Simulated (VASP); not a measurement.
# Er3Se (Pm-3n) in VASP: notebook

The runs below take Er3Se through single point, with PBE.

Program: VASP 6.6.1. These are calculated values, not measurements. Logs are shortened: lines on timing, memory, paths and dates and some standing lists are left out, and cuts for length are marked.

### Step 1. The cell of the first run

Symmetry: Pm-3n, No. 223, cubic system. The conventional cell has a = 6.131 Å, b = 6.131 Å, c = 6.131 Å, α = 90.00°, β = 90.00°, γ = 90.00°. Er (site symmetry -4m2) has 10 Er at 3.07 to 3.75 Å and 4 Se at 3.43 Å within 4.0 Å. Se (site symmetry m-3) has 12 Er at 3.43 Å within 4.5 Å.

The cell was generated, and may not be a known phase.

### Step 2. Single point, PBE

Input file INCAR:

```
SYSTEM = Er3Se
  PREC = Accurate
  ENCUT = 500
  EDIFF = 1E-6
  ISMEAR = 0
  SIGMA = 0.1
  LREAL = .FALSE.
  LASPH = .TRUE.
  NELM = 200
  ALGO = Normal
  ISIF = 2
  LWAVE = .FALSE.
  LCHARG = .FALSE.
  GGA = PE
  NBANDS = 43
  GGA_COMPAT = .FALSE.
  LMAXMIX = 6
```

Input file KPOINTS:

```
Automatic mesh
0
G
  4 4 4
  0 0 0
```

Input file POSCAR:

```
Er3Se
1.0
    6.1305741400      0.0000000000      0.0000000000
    0.0000000000      6.1305741400      0.0000000000
    0.0000000000      0.0000000000      6.1305741400
Er Se
6 2
Direct
    0.2500000000      0.0000000000      0.5000000000
    0.5000000000      0.7500000000      0.0000000000
    0.7500000000      0.0000000000      0.5000000000
    0.5000000000      0.2500000000      0.0000000000
    0.0000000000      0.5000000000      0.7500000000
    0.0000000000      0.5000000000      0.2500000000
    0.0000000000      0.0000000000      0.0000000000
    0.5000000000      0.5000000000      0.5000000000
```

Potentials or basis: VASP PAW PBE potentials, release 64 (Er_3, Se), 4f in core.

The run is started by

```console
$ cat potpaw_PBE.64/Er_3/POTCAR potpaw_PBE.64/Se/POTCAR > POTCAR
$ mpirun -np 1 vasp_std > vasp.out
```

OUTCAR:

```text
SYSTEM = Er3Se
   PREC = Accurate
   ENCUT = 500
   EDIFF = 1E-6
   ISMEAR = 0
   LREAL = .FALSE.
   LASPH = .TRUE.
   NELM = 200
   ISIF = 2
   GGA = PE

 ion  position               nearest neighbor table
   1  0.250  0.000  0.500-   3 3.07   3 3.07   4 3.75   2 3.75   4 3.75   2 3.75   6 3.75   5 3.75
                             6 3.75   5 3.75
   2  0.500  0.750  0.000-   4 3.07   4 3.07   1 3.75   1 3.75   3 3.75   3 3.75   6 3.75   5 3.75
                             5 3.75   6 3.75
   3  0.750  0.000  0.500-   1 3.07   1 3.07   4 3.75   2 3.75   4 3.75   2 3.75   6 3.75   5 3.75
                             6 3.75   5 3.75
   4  0.500  0.250  0.000-   2 3.07   2 3.07   3 3.75   1 3.75   3 3.75   1 3.75   6 3.75   5 3.75
                             5 3.75   6 3.75
   5  0.000  0.500  0.750-   6 3.07   6 3.07   3 3.75   4 3.75   1 3.75   2 3.75   1 3.75   3 3.75
                             2 3.75   4 3.75
   6  0.000  0.500  0.250-   5 3.07   5 3.07   3 3.75   4 3.75   1 3.75   2 3.75   1 3.75   3 3.75
                             2 3.75   4 3.75
   7  0.000  0.000  0.000-
   8  0.500  0.500  0.500-

  LATTYP: Found a simple cubic cell.
 ALAT       =     6.1305741400

  Lattice vectors:

 A1 = (   6.1305741400,   0.0000000000,   0.0000000000)
 A2 = (   0.0000000000,   6.1305741400,   0.0000000000)
 A3 = (   0.0000000000,   0.0000000000,   6.1305741400)

Analysis of symmetry for initial positions (statically):
=====================================================================
 Subroutine PRICEL returns:
 Original cell was already a primitive cell.

 Routine SETGRP: Setting up the symmetry group for a
 simple cubic supercell.

 Subroutine GETGRP returns: Found 48 space group operations
 (whereof 24 operations were pure point group operations)
 out of a pool of 48 trial point group operations.

The static configuration has the point symmetry T_h .
 The point group associated with its full space group is O_h .

Analysis of symmetry for dynamics (positions and initial velocities):
=====================================================================
 Subroutine PRICEL returns:
 Original cell was already a primitive cell.

 Routine SETGRP: Setting up the symmetry group for a
 simple cubic supercell.

 Subroutine GETGRP returns: Found 48 space group operations
 (whereof 24 operations were pure point group operations)
 out of a pool of 48 trial point group operations.

The dynamic configuration has the point symmetry T_h .
 The point group associated with its full space group is O_h .

 Subroutine INISYM returns: Found 48 space group operations
 (whereof 24 operations are pure point group operations),
 and found     1 'primitive' translations

----------------------------------------------------------------------------------------

                                     Primitive cell

  volume of cell :     230.4111

  direct lattice vectors                    reciprocal lattice vectors
     6.130574140  0.000000000  0.000000000     0.163116859  0.000000000  0.000000000
     0.000000000  6.130574140  0.000000000     0.000000000  0.163116859  0.000000000
     0.000000000  0.000000000  6.130574140     0.000000000  0.000000000  0.163116859

  length of vectors
     6.130574140  6.130574140  6.130574140     0.163116859  0.163116859  0.163116859

  position of ions in fractional coordinates (direct lattice)
     0.250000000  0.000000000  0.500000000
     0.500000000  0.750000000  0.000000000
     0.750000000  0.000000000  0.500000000
     0.500000000  0.250000000  0.000000000
     0.000000000  0.500000000  0.750000000
     0.000000000  0.500000000  0.250000000
     0.000000000  0.000000000  0.000000000
     0.500000000  0.500000000  0.500000000

  ion indices of the primitive-cell ions
   primitive index   ion index
                 1           1
                 2           2
                 3           3
                 4           4
                 5           5
                 6           6
                 7           7
                 8           8

----------------------------------------------------------------------------------------

 KPOINTS: Automatic mesh

Automatic generation of k-mesh.
 Grid dimensions read from file:
 generate k-points for:    4    4    4

 Generating k-lattice:

  Cartesian coordinates                     Fractional coordinates (reciprocal lattice)
     0.040779215  0.000000000  0.000000000     0.250000000  0.000000000  0.000000000
     0.000000000  0.040779215  0.000000000     0.000000000  0.250000000  0.000000000
     0.000000000  0.000000000  0.040779215     0.000000000  0.000000000  0.250000000

  Length of vectors
     0.040779215  0.040779215  0.040779215

  Shift w.r.t. Gamma in fractional coordinates (k-lattice)
     0.000000000  0.000000000  0.000000000

 Subroutine IBZKPT returns following result:
 ===========================================

 Found     10 irreducible k-points:

 Following reciprocal coordinates:
            Coordinates               Weight
  0.000000  0.000000  0.000000      1.000000
  0.250000  0.000000  0.000000      6.000000
  0.500000  0.000000  0.000000      3.000000
  0.250000  0.250000  0.000000     12.000000
  0.500000  0.250000  0.000000     12.000000
  0.500000  0.500000  0.000000      3.000000
  0.250000  0.250000  0.250000      8.000000
  0.500000  0.250000  0.250000     12.000000
  0.500000  0.500000  0.250000      6.000000
  0.500000  0.500000  0.500000      1.000000
   k-points           NKPTS =     10   k-points in BZ     NKDIM =     10   number of bands    NBANDS=     43
   number of dos      NEDOS =    301   number of ions     NIONS =      8
   total plane-waves  NPLWV = 110592
   dimension x,y,z NGX =    48 NGY =   48 NGZ =   48
   dimension x,y,z NGXF=    96 NGYF=   96 NGZF=   96
   ions per type =               6   2
   NGX,Y,Z   is equivalent  to a cutoff of  13.02, 13.02, 13.02 a.u.
   NGXF,Y,Z  is equivalent  to a cutoff of  26.03, 26.03, 26.03 a.u.
 SYSTEM =  Er3Se
   PREC   = accura    normal or accurate (medium, high low for compatibility)
   ISTART =      0    job   : 0-new  1-cont  2-samecut
   ICHARG =      2    charge: 1-file 2-atom 10-const
   ISPIN  =      1    spin polarized calculation?
   LNONCOLLINEAR =      F non collinear calculations
   LSORBIT =      F    spin-orbit coupling
   LASPH  =      T    aspherical Exc in radial PAW
   ENCUT  =  500.0 eV  36.75 Ry    6.06 a.u.  11.18 11.18 11.18*2*pi/ulx,y,z
   NELM   =    200;   NELMIN=  2; NELMDL= -5     # of ELM steps
   EDIFF  = 0.1E-05   stopping-criterion for ELM
   LREAL  =      F    real-space projection
   EDIFFG = 0.1E-04   stopping-criterion for IOM
   NSW    =      0    number of steps for IOM
   IBRION =     -1    ionic relax: 0-MD 1-quasi-New 2-CG
   NFREE  =      0    steps in history (QN), initial steepest desc. (CG)
   ISIF   =      2    stress and relaxation
   ISYM   =      2    0-nonsym 1-usesym 2-fastsym
   POTIM  = 0.5000    time-step for ionic-motion
   TEBEG  =    0.0;   TEEND  =   0.0 temperature during run
   PSTRESS=    0.0 pullay stress
   NELECT =      66.0000    total number of electrons
   NUPDOWN=      -1.0000    fix difference up-down
   EMIN   =  10.00;   EMAX   =-10.00  energy-range for DOS
   EFERMI =   0.00;   METHOD = LEGACY
   ISMEAR =     0;   SIGMA  =   0.10  broadening in eV -4-tet -1-fermi 0-gaus
   EFERMI_NEDOS =   21; number of points for ismear=-14 and -15
   IALGO  =     38    algorithm
   IMIX   =      4    mixing-type and parameters
     AMIX     =   0.40;   BMIX     =  1.00
     AMIX_MAG =   1.60;   BMIX_MAG =  1.00
  volume/ion in A,a.u.               =      28.80       194.36
  Fermi-wavevector in a.u.,A,eV,Ry     =   1.079166  2.039328 15.845340  1.164600
  Thomas-Fermi vector in A             =   2.215124
   LORBIT       =      0    0 simple, 1 ext, 2 COOP (PROOUT), +10 PAW based schemes
   GGA     = PE    functional components
   LHFCALC =     F    Hartree Fock is set to
   AEXX    =    0.0000 exact exchange contribution
   IVDW    =     0    specifies the selected vdW correction
   LEPSILON=     F    determine dielectric tensor
   LRPA    =     F    only Hartree local field effects (RPA)
 non-spin polarized calculation
 Gauss-broadening in eV      SIGMA  =   0.10
  energy-cutoff  :      500.00
  volume of cell :      230.41
 maximum number of plane-waves:      5904
 NGX is ok and might be reduce to    48
   NGX = 23   NGY = 23   NGZ = 23

 number of electron      66.0000008 magnetization

 Free energy of the ion-electron system (eV)
  ---------------------------------------------------
  ext. energy  EPLUGINS =         0.00000000
  ---------------------------------------------------
  free energy    TOTEN  =       -36.74834028 eV

  energy without entropy =      -36.68175561  energy(sigma->0) =      -36.71504795

 E-fermi :   3.7464     XC(G=0):  -9.8273

 val. band max:        3.7375311848   @ k =   0.5000   0.5000   0.0000
 cond. band min:       3.7523092701   @ k =   0.5000   0.0000   0.0000
 fundamental gap:      0.0147780853
 Fermi energy:         3.7463699238

 k-point     1 :       0.0000    0.0000    0.0000
  band No.  band energies     occupation
      1     -21.9635      2.00000
      2     -21.9635      2.00000
      3     -21.8831      2.00000
      4     -21.5865      2.00000
      5     -21.5865      2.00000
      6     -21.5865      2.00000
[... 35 lines left out ...]
     42       6.4693      0.00000
     43       6.5692      0.00000

 k-point     2 :       0.2500    0.0000    0.0000
  band No.  band energies     occupation
      1     -21.9588      2.00000
      2     -21.9317      2.00000
      3     -21.7884      2.00000
      4     -21.5823      2.00000
      5     -21.5823      2.00000
      6     -21.5535      2.00000
[... 360 lines left out ...]
 k-point    10 :       0.5000    0.5000    0.5000
  band No.  band energies     occupation
      1     -21.5466      2.00000
      2     -21.5466      2.00000
      3     -21.4990      2.00000
      4     -21.4990      2.00000
      5     -21.4990      2.00000
      6     -21.4990      2.00000
[... 35 lines left out ...]
     42       4.8204      0.00000
     43       5.2845      0.00000

------------------------ aborting loop because EDIFF is reached ----------------------------------------

  FORCE on cell =-STRESS in cart. coord.  units (eV):
  Direction    XX          YY          ZZ          XY          YZ          ZX
  --------------------------------------------------------------------------------------
  -------------------------------------------------------------------------------------
  Total       -4.4209599     -4.4209599     -4.4209599     -0.0000000     -0.0000000      0.0000000
  in kB      -30.7414046    -30.7414046    -30.7414046     -0.0000000     -0.0000000      0.0000000
  external PRESSURE =     -30.7414046 kB  Pullay stress =       0.0000000 kB

 VOLUME and BASIS-vectors are now :
 -----------------------------------------------------------------------------
  energy-cutoff  :      500.00
  volume of cell :      230.41
      direct lattice vectors                 reciprocal lattice vectors
     6.130574140  0.000000000  0.000000000     0.163116859  0.000000000  0.000000000
     0.000000000  6.130574140  0.000000000     0.000000000  0.163116859  0.000000000
     0.000000000  0.000000000  6.130574140     0.000000000  0.000000000  0.163116859

 POSITION                                       TOTAL-FORCE (eV/Angst)
 -----------------------------------------------------------------------------------
      1.53264      0.00000      3.06529         0.000000     -0.000000     -0.000000
      3.06529      4.59793      0.00000        -0.000000     -0.000000     -0.000000
      4.59793      0.00000      3.06529        -0.000000      0.000000      0.000000
      3.06529      1.53264      0.00000         0.000000      0.000000      0.000000
      0.00000      3.06529      4.59793        -0.000000     -0.000000     -0.000000
      0.00000      3.06529      1.53264         0.000000      0.000000      0.000000
      0.00000      0.00000      0.00000         0.000000      0.000000      0.000000
      3.06529      3.06529      3.06529         0.000000      0.000000      0.000000
 -----------------------------------------------------------------------------------
    total drift:                                0.000000     -0.000000      0.000000

  FREE ENERGIE OF THE ION-ELECTRON SYSTEM (eV)
  ---------------------------------------------------
  free  energy   TOTEN  =       -36.7483402824 eV

  energy  without entropy=      -36.6817556105  energy(sigma->0) =      -36.71504795
```

It took 2.7 min on 1 thread of Intel Xeon Platinum 8375C at 2.90GHz (Ice Lake), shared host; peak memory 0.35 GiB.

What came out:

* Free energy: -36.7483 eV
* Pressure: -3.1 GPa
* Band gap on the k mesh: zero (bands 33 and 34 overlap by 1.09 eV)

Caveat: the cell stands under tension; spin-orbit coupling is left out, which moves the levels of the heavy elements; the 4f electrons are frozen in the core, so they carry no moment and show no levels; the run has no spin polarisation, though such a crystal can be magnetic. With open d or f shells a metallic result of PBE can be an artefact of self-interaction; +U or a hybrid may open a gap.

### Step 3. Single point, PBE

This run uses another cell than the first one, of 26.41 Å³/atom.

Input file INCAR:

```
  PREC = Accurate
  ENCUT = 500
  EDIFF = 1E-6
  ISMEAR = 0
  SIGMA = 0.1
  LREAL = F
  LASPH = T
  NELM = 200
  ALGO = Normal
  ISIF = 2
  LWAVE = F
  LCHARG = F
  GGA = PE
  NBANDS = 43
  GGA_COMPAT = F
  LMAXMIX = 6
```

Input file KPOINTS:

```
regular mesh
0
Gamma
  6 6 6
```

Changes to POSCAR since step 2:

```diff
@@ -2,5 +2,5 @@
 1.0
-    6.1305741400      0.0000000000      0.0000000000
-    0.0000000000      6.1305741400      0.0000000000
-    0.0000000000      0.0000000000      6.1305741400
+    5.9563395885      0.0000000000      0.0000000000
+    0.0000000000      5.9563395885      0.0000000000
+    0.0000000000      0.0000000000      5.9563395885
 Er Se
```

Potentials or basis: VASP PAW PBE potentials, release 64 (Er_3, Se), 4f in core.

The run is started by

```console
$ cat potpaw_PBE.64/Er_3/POTCAR potpaw_PBE.64/Se/POTCAR > POTCAR
$ mpirun -np 1 vasp_std > vasp.out
```

It took 4.5 min on 1 thread of Intel Xeon Platinum 8375C at 2.90GHz (Ice Lake), shared host; peak memory 0.39 GiB.

It converged, with:

| Quantity | Value |
| --- | --- |
| Free energy | -36.9555 eV |
| Pressure | 0.7 GPa |
| Band gap on the k mesh | zero (bands 33 and 34 overlap by 1.24 eV) |

Levels at points of the mesh, in eV from the Fermi level:
```tsv
k point	band 29	band 30	band 31	band 32	band 33	band 34	band 35	band 36	band 37	band 38
(0.00, 0.00, 0.00)	-2.08	-0.98	-0.98	-0.98	0.01	0.09	0.32	0.32	0.32	1.12
(0.50, 0.00, 0.00)	-0.93	-0.93	-0.77	-0.77	-0.20	-0.20	0.07	0.07	0.28	0.28
(0.50, 0.50, 0.00)	-1.39	-0.80	-0.56	0.10	0.14	0.71	0.71	0.82	1.16	1.17
(0.50, 0.50, 0.50)	-0.90	-0.90	-0.90	-0.90	1.04	1.04	1.04	1.04	1.04	1.04
```

Caveat: spin-orbit coupling is left out, which moves the levels of the heavy elements; the 4f electrons are frozen in the core, so they carry no moment and show no levels; the run has no spin polarisation, though such a crystal can be magnetic.

The gap in the log of VASP goes by the Fermi energy; the results here count the filled bands.